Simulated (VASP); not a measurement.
Set up this calculation in VASP 6.6.1, as the native input.

* Task: single point
* Functional: PBEsol
* Potentials or basis: VASP PAW PBE potentials, release 64 (Li_sv, F)
* Cutoff: 520 eV
* k mesh: 10 × 10 × 10
* Occupations: fermi-dirac, width 0.05 eV
* Spin: no spin polarisation
* Dipole correction: no
* Further INCAR settings: ALGO = Normal; EDIFF = 1e-06; NBANDS = 12

The structure of LiF lies in POSCAR:

```
LiF
1.0
    0.0000000000      2.0037960000      2.0037960000
    2.0037960000      0.0000000000      2.0037960000
    2.0037960000      2.0037960000      0.0000000000
Li F
1 1
Direct
    0.0000000000      0.0000000000      0.0000000000
    0.5000000000      0.5000000000      0.5000000000
```

These files were run (other wordings do the same):

INCAR

```
PREC     = Accurate       # precision mode
ENCUT    = 520            # plane-wave cutoff, eV
EDIFF    = 1E-6           # SCF threshold, eV
ISMEAR   = -1             # smearing method
SIGMA    = 0.05           # smearing width, eV
LREAL    = False          # projectors in reciprocal space
LASPH    = True           # aspherical terms in the spheres
NELM     = 80             # most SCF steps
ALGO     = Normal         # electronic algorithm
ISIF     = 2              # what is computed and relaxed
LWAVE    = False          # write WAVECAR
LCHARG   = False          # write CHGCAR
GGA      = PS             # functional
NBANDS   = 12             # bands
```

KPOINTS

```
Automatic mesh
0
Gamma
  10 10 10
```

Potentials or basis: VASP PAW PBE potentials, release 64 (Li_sv, F).

Launch:

```console
$ cat potpaw_PBE.64/Li_sv/POTCAR potpaw_PBE.64/F/POTCAR > POTCAR
$ mpirun -np 1 vasp_std > vasp.out
```

Results of the run:

```yaml
Band_gap_on_the_k_mesh: 9.06 eV, direct
```

Run time: 3.7 s on 1 thread of Intel(R) Xeon(R) 6975P-C (Granite Rapids), with other jobs on the host, peak memory 0.13 GiB.
